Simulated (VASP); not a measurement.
LiH:

```xyz
2
Lattice="2.5060 0.0000 0.0000 0.0000 2.5060 0.0000 0.0000 0.0000 2.5060" Properties=species:S:1:pos:R:3 pbc="T T T"
Li    0.0000    0.0000    0.0000
H     1.2530    1.2530    1.2530
```

* Program: VASP 6.6.1
* Task: relaxation of cell and atoms
* Functional: LDA
* Potentials or basis: VASP PAW LDA potentials, release 64 (Li_sv, H)
* Cutoff: 600 eV
* k mesh: 10 × 10 × 10
* Occupations: fermi-dirac, width 0.02 eV
* Spin: no spin polarisation

At the start: pressure -2.7 GPa; volume 7.87 Å³/atom.

Where does the relaxation end?

Over 4 steps the energy falls by 5.2 meV/atom and the volume is 7.29 Å³/atom (-7.4 %); space group Pm-3m (No. 221, to 0.05 Å).

The path:
| step | energy change (eV) | largest force (eV/Å) | pressure (GPa) | volume (Å³) |
| --- | --- | --- | --- | --- |
| 1 | 0.0000 | 0.0000 | -2.68 | 15.74 |
| 2 | -0.0044 | 0.0000 | -2.09 | 15.44 |
| 3 | -0.0103 | 0.0000 | -0.20 | 14.65 |
| 4 | -0.0103 | 0.0000 | 0.01 | 14.57 |

Final structure:
```
Li H
1.0
     2.44245    0.00000    0.00000
     0.00000    2.44245    0.00000
     0.00000    0.00000    2.44245
Li H
1 1
Direct
  0.00000 0.00000 0.00000
  0.50000 0.50000 0.50000
```

Caveat: the cutoff is under 1.25 times the usual one of these potentials, so pressure, stress and relaxed cells hold a basis-set (Pulay) error.
